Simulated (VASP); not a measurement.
# Se (Pm-3m) in VASP: further runs, part 2 of 2

VASP 6.6.1.

### Step 4. Relaxation of cell and atoms, PBEsol+D4

The input, INCAR:

```
  PREC = Accurate
  ENCUT = 600
  EDIFF = 1E-7
  ISMEAR = -1
  SIGMA = 0.05
  LREAL = False
  LASPH = True
  NELM = 100
  ALGO = Normal
  ISIF = 3
  LWAVE = False
  LCHARG = False
  GGA = PS
  IVDW = 13
  IBRION = 2
  NSW = 60
  EDIFFG = -0.01
```

The input, KPOINTS:

```
regular mesh
0
Gamma
  9 9 9
```

The input, POSCAR:

```
Se
1.0
    2.8105630200      0.0000000000      0.0000000000
    0.0000000000      2.8105630200      0.0000000000
    0.0000000000      0.0000000000      2.8105630200
Se
1
Direct
    0.0000000000      0.0000000000      0.0000000000
```

Potentials or basis: VASP PAW PBE potentials, release 64 (Se).

Launch:

```sh
cat potpaw_PBE.64/Se/POTCAR > POTCAR
mpirun -np 1 vasp_std > vasp.out
```

OUTCAR:

```text
PREC = Accurate
   ENCUT = 600
   EDIFF = 1E-7
   ISMEAR = -1
   LREAL = False
   LASPH = True
   NELM = 100
   ISIF = 3
   GGA = PS
   IVDW = 13
   IBRION = 2
   NSW = 60
   EDIFFG = -0.01

 ion  position               nearest neighbor table
   1  0.000  0.000  0.000-

  LATTYP: Found a simple cubic cell.
 ALAT       =     2.8105630200

  Lattice vectors:

 A1 = (   2.8105630200,   0.0000000000,   0.0000000000)
 A2 = (   0.0000000000,   2.8105630200,   0.0000000000)
 A3 = (   0.0000000000,   0.0000000000,   2.8105630200)

Analysis of symmetry for initial positions (statically):
=====================================================================
 Subroutine PRICEL returns:
 Original cell was already a primitive cell.

 Routine SETGRP: Setting up the symmetry group for a
 simple cubic supercell.

 Subroutine GETGRP returns: Found 48 space group operations
 (whereof 48 operations were pure point group operations)
 out of a pool of 48 trial point group operations.

The static configuration has the point symmetry O_h .

Analysis of symmetry for dynamics (positions and initial velocities):
=====================================================================
 Subroutine PRICEL returns:
 Original cell was already a primitive cell.

 Routine SETGRP: Setting up the symmetry group for a
 simple cubic supercell.

 Subroutine GETGRP returns: Found 48 space group operations
 (whereof 48 operations were pure point group operations)
 out of a pool of 48 trial point group operations.

The dynamic configuration has the point symmetry O_h .

 Subroutine INISYM returns: Found 48 space group operations
 (whereof 48 operations are pure point group operations),
 and found     1 'primitive' translations

----------------------------------------------------------------------------------------

                                     Primitive cell

  volume of cell :      22.2014

  direct lattice vectors                    reciprocal lattice vectors
     2.810563020  0.000000000  0.000000000     0.355800597  0.000000000  0.000000000
     0.000000000  2.810563020  0.000000000     0.000000000  0.355800597  0.000000000
[... 90 lines left out ...]
   ISYM   =      2    0-nonsym 1-usesym 2-fastsym
   POTIM  = 0.5000    time-step for ionic-motion
   TEBEG  =    0.0;   TEEND  =   0.0 temperature during run
   PSTRESS=    0.0 pullay stress
   NELECT =       6.0000    total number of electrons
   NUPDOWN=      -1.0000    fix difference up-down
   EMIN   =  10.00;   EMAX   =-10.00  energy-range for DOS
   EFERMI =   0.00;   METHOD = LEGACY
   ISMEAR =    -1;   SIGMA  =   0.05  broadening in eV -4-tet -1-fermi 0-gaus
   EFERMI_NEDOS =   21; number of points for ismear=-14 and -15
   IALGO  =     38    algorithm
   IMIX   =      4    mixing-type and parameters
     AMIX     =   0.40;   BMIX     =  1.00
     AMIX_MAG =   1.60;   BMIX_MAG =  1.00
  volume/ion in A,a.u.               =      22.20       149.82
  Fermi-wavevector in a.u.,A,eV,Ry     =   1.058438  2.000157 15.242472  1.120290
  Thomas-Fermi vector in A             =   2.193747
   LORBIT       =      0    0 simple, 1 ext, 2 COOP (PROOUT), +10 PAW based schemes
   GGA     = PS    functional components
   LHFCALC =     F    Hartree Fock is set to
   AEXX    =    0.0000 exact exchange contribution
   IVDW    =    13    specifies the selected vdW correction
   LEPSILON=     F    determine dielectric tensor
   LRPA    =     F    only Hartree local field effects (RPA)
 conjugate gradient relaxation of ions
 non-spin polarized calculation
  energy-cutoff  :      600.00
  volume of cell :       22.20
 maximum number of plane-waves:       751
 NGX is ok and might be reduce to    24
   NGX = 11   NGY = 11   NGZ = 11

--------------------------------------- Ionic step        1  -------------------------------------------

 number of electron       5.9999999 magnetization

 Free energy of the ion-electron system (eV)
  ---------------------------------------------------
  ext. energy  EPLUGINS =         0.00000000
  ---------------------------------------------------
  free energy    TOTEN  =        -3.75578157 eV

  energy without entropy =       -3.74896335  energy(sigma->0) =       -3.75237246

 E-fermi :   4.7891     XC(G=0): -10.1583

 val. band max:        4.7374233906   @ k =   0.4444   0.3333   0.2222
 cond. band min:       4.7984227531   @ k =   0.1111   0.1111   0.1111
 fundamental gap:      0.0609993625
 Fermi energy:         4.7891171013

 k-point     1 :       0.0000    0.0000    0.0000
  band No.  band energies     occupation
      1     -11.4102      2.00000
      2       6.2169      0.00000
      3       6.2169      0.00000
      4       6.2169      0.00000
      5      12.4996      0.00000
      6      12.4996      0.00000
      7      12.5450      0.00000
[... 307 lines left out ...]
--------------------------------------- Ionic step        3  -------------------------------------------

 number of electron       6.0000001 magnetization

 Free energy of the ion-electron system (eV)
  ---------------------------------------------------
  ext. energy  EPLUGINS =         0.00000000
  ---------------------------------------------------
  free energy    TOTEN  =        -3.75534291 eV

  energy without entropy =       -3.74859459  energy(sigma->0) =       -3.75196875

 E-fermi :   5.3211     XC(G=0): -10.3446

 val. band max:        5.2919390765   @ k =   0.4444   0.3333   0.2222
 cond. band min:       5.4151625758   @ k =   0.1111   0.1111   0.1111
 fundamental gap:      0.1232234992
 Fermi energy:         5.3211116335

 k-point     1 :       0.0000    0.0000    0.0000
  band No.  band energies     occupation
      1     -11.2785      2.00000
      2       6.8046      0.00000
      3       6.8046      0.00000
      4       6.8046      0.00000
      5      12.9466      0.00000
      6      12.9466      0.00000
      7      13.3047      0.00000
[... 262 lines left out ...]
  FREE ENERGIE OF THE ION-ELECTRON SYSTEM (eV)
  ---------------------------------------------------
  free  energy   TOTEN  =        -4.0107462543 eV

  energy  without entropy=       -4.0039979303  energy(sigma->0) =       -4.00737209

 reached required accuracy - stopping structural energy minimisation
```

CONTCAR:

```text
Se
   1.00000000000000
     2.7715454950436498   -0.0000000000000000    0.0000000000000000
    -0.0000000000000000    2.7715454950436498    0.0000000000000000
    -0.0000000000000000   -0.0000000000000000    2.7715454950436498
  Se
     1
Direct
     0.0000000000000000    0.0000000000000000    0.0000000000000000

  0.00000000E+00  0.00000000E+00  0.00000000E+00
```

It took 14 s on 1 thread of Intel Xeon 6975P-C, shared host; peak memory 0.14 GiB.

What came out:

| Item | Value |
| --- | --- |
| Free energy | -4.0107 eV |
| Relaxed volume | 21.29 Å³/atom |
| Relaxed cell | a = 2.772 Å, b = 2.772 Å, c = 2.772 Å, α = 90.00°, β = 90.00°, γ = 90.00° |
| Space group after relaxing (to 0.05 Å) | Pm-3m (No. 221) |
| Energy gained by relaxing | 9.4 meV/atom |
| Ionic steps | 3 |
| Pressure after relaxing | 0.0 GPa |
| Band gap on the k mesh | zero (band 3 reaches 8.32 eV, above the bottom of band 4 at 1.90 eV) |
| Dispersion energy per atom | -0.255 eV |

Step by step:
| step | energy change (eV) | largest force (eV/Å) | pressure (GPa) | volume (Å³) |
| --- | --- | --- | --- | --- |
| 1 | 0.0000 | 0.0000 | -3.19 | 22.20 |
| 2 | -0.0065 | 0.0000 | 2.00 | 20.81 |
| 3 | -0.0094 | 0.0000 | 0.00 | 21.29 |

Final structure:
```
Se
1.0
     2.77155    0.00000    0.00000
     0.00000    2.77155    0.00000
     0.00000    0.00000    2.77155
Se
1
Cartesian
  0.0000 0.0000 0.0000
```

Levels at points of the mesh, in eV from the Fermi level:
| k point | band 1 | band 2 | band 3 | band 4 | band 5 | band 6 | band 7 |
| --- | --- | --- | --- | --- | --- | --- | --- |
| (0.00, 0.00, 0.00) | -16.60 | 1.48 | 1.48 | 1.48 | 7.63 | 7.63 | 7.98 |

Caveat: the PAW data sets were made with another functional, which shifts forces and pressure a little; pairwise dispersion overbinds metals, which lowers pressure and volume.

### Step 5. Overview

```csv
level,gap on the mesh (eV),pressure (GPa),relaxed volume (Å³/atom)
PBEsol,none,0.0,21.76
PBEsol+D3(BJ),none,0.0,21.07
PBEsol+D4,none,0.0,21.29
```

Alike in all rows: task relaxation of cell and atoms; potentials or basis VASP PAW PBE potentials, release 64 (Se); no spin polarisation; cell relaxed; k mesh 9 × 9 × 9; cutoff (eV) 600; smearing fermi-dirac 0.05 eV.

Caveats: the PAW data sets were made with another functional, which shifts forces and pressure a little; pairwise dispersion overbinds metals, which lowers pressure and volume (some runs).

Total energies depend on the potentials used, so only differences within one code and one set of settings carry meaning.
